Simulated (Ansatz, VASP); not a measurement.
# Two plane-wave programs on MgSe

The input POSCAR:

```
MgSe
1.0
    0.0000000000      2.7362693767      2.7362693767
    2.7362693767      0.0000000000      2.7362693767
    2.7362693767      2.7362693767      0.0000000000
Mg Se
1 1
Direct
    0.0000000000      0.0000000000      0.0000000000
    0.5000000000      0.5000000000      0.5000000000
```

File INCAR.step1:

```
PREC = Accurate
ENCUT = 660
ISMEAR = 0
SIGMA = 0.01
LREAL = False
LASPH = True
NELM = 120
NBANDS = 11
GGA = PE
ALGO = Normal
EDIFF = 1E-5
LWAVE = True
LCHARG = False
GGA_COMPAT = False
```

The input INCAR.step2:

```
PREC = Accurate
ENCUT = 660
EDIFF = 1E-6
ISMEAR = 0
SIGMA = 0.01
LREAL = False
LASPH = True
NELM = 120
ALGO = Normal
ISIF = 2
LWAVE = False
LCHARG = False
METAGGA = R2SCAN
LMIXTAU = True
IVDW = 12
VDW_S6 = 1.0
VDW_S8 = 0.78981345
VDW_A1 = 0.49484001
VDW_A2 = 5.73083694
NBANDS = 11
ISTART = 1
GGA_COMPAT = False
```

KPOINTS

```
Automatic mesh
0
Gamma
  6 6 6
```

Input for Ansatz:

```yaml
crystal:
  lattice:
    - [0.0, 2.7362693767, 2.7362693767]
    - [2.7362693767, 0.0, 2.7362693767]
    - [2.7362693767, 2.7362693767, 0.0]
  atoms:
    - { symbol: Mg, position: [0.0, 0.0, 0.0] }
    - { symbol: Se, position: [0.5, 0.5, 0.5] }
kpoints:
  mp_grid: { grid: [6, 6, 6] }
hamiltonian:
  xc: r2scan
  dispersion: d3bj
scf:
  occupations: { method: fixed }
  n_extra_bands: 4
output:
  forces: true
  stress: true
  eigenvalues: true
```

Alike in both runs: task single point; functional r2SCAN; dispersion D3(BJ); k mesh 6 × 6 × 6; no spin polarisation.

|  | VASP | Ansatz |
| --- | --- | --- |
| version | VASP 6.6.1 | Ansatz 0.2.0 |
| potentials or method | VASP PAW PBE potentials, release 64 (Mg, Se) | plane waves |
| plane-wave cutoff (eV) | 660 | 500 |
| occupations | gaussian, width 0.01 eV | fixed |
| valence electrons in the cell | 8 | 26 |

Ansatz gave:

| Quantity | Value |
| --- | --- |
| gap on the k mesh at the Fermi level (eV) | 2.48 |
| pressure (GPa) | -1.4 |

**Question.** Which values does VASP return?

**Answer.** gap on the k mesh at the Fermi level (eV): 2.44; pressure (GPa): -1.7.

VASP's potentials were made for PBE, not for r2SCAN. VASP's potentials hold 8 valence electrons a cell and Ansatz's 26, so a difference there can come from the potentials and not from the codes. Ansatz's warnings: dispersion damping borrowed.
